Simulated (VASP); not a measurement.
Wanted: the native input for a VASP 6.6.1 run.

```yaml
Task: single point
Functional: LDA
Potentials_or_basis: VASP PAW LDA potentials, release 64 (Sr_sv, O)
Cutoff: 600 eV
k_mesh: 6 × 6 × 6
Occupations: gaussian, width 0.1 eV
Spin: no spin polarisation
Dipole_correction: no
Further_INCAR_settings: ALGO = Normal; EDIFF = 1e-06; NBANDS = 15
```

The structure of SrO (l.bA) lies in POSCAR:

```
SrO
1.0
    0.0000000000      2.5650000000      2.5650000000
    2.5650000000      0.0000000000      2.5650000000
    2.5650000000      2.5650000000      0.0000000000
Sr O
1 1
Direct
    0.0000000000      0.0000000000      0.0000000000
    0.5000000000      0.5000000000      0.5000000000
```

One way to write it, as run:

INCAR

```
SYSTEM = SrO
ALGO = Normal ; EDIFF = 1E-6
ENCUT = 600 ; GGA_COMPAT = .False.
ISIF = 2 ; ISMEAR = 0
LASPH = .True. ; LCHARG = .True.
LELF = .True. ; LREAL = .False.
LVHAR = .True. ; LWAVE = .False.
NBANDS = 15 ; NELM = 120
PREC = Accurate ; SIGMA = 0.1
```

KPOINTS

```
k-points
0
Gamma
  6 6 6
  0 0 0
```

Potentials or basis: VASP PAW LDA potentials, release 64 (Sr_sv, O).

Command:

```bash
$ cat potpaw_LDA.64/Sr_sv/POTCAR potpaw_LDA.64/O/POTCAR > POTCAR
$ mpirun -np 1 vasp_std > vasp.out
```

Results of the run:

```json
{
 "Pressure": "-3.1 GPa",
 "Band gap on the k mesh": "3.10 eV, indirect (least direct gap 3.17 eV)"
}
```

Run time: 5.9 s on 1 thread of Intel(R) Xeon(R) 6975P-C (Granite Rapids) (shared host), peak memory 0.15 GiB.
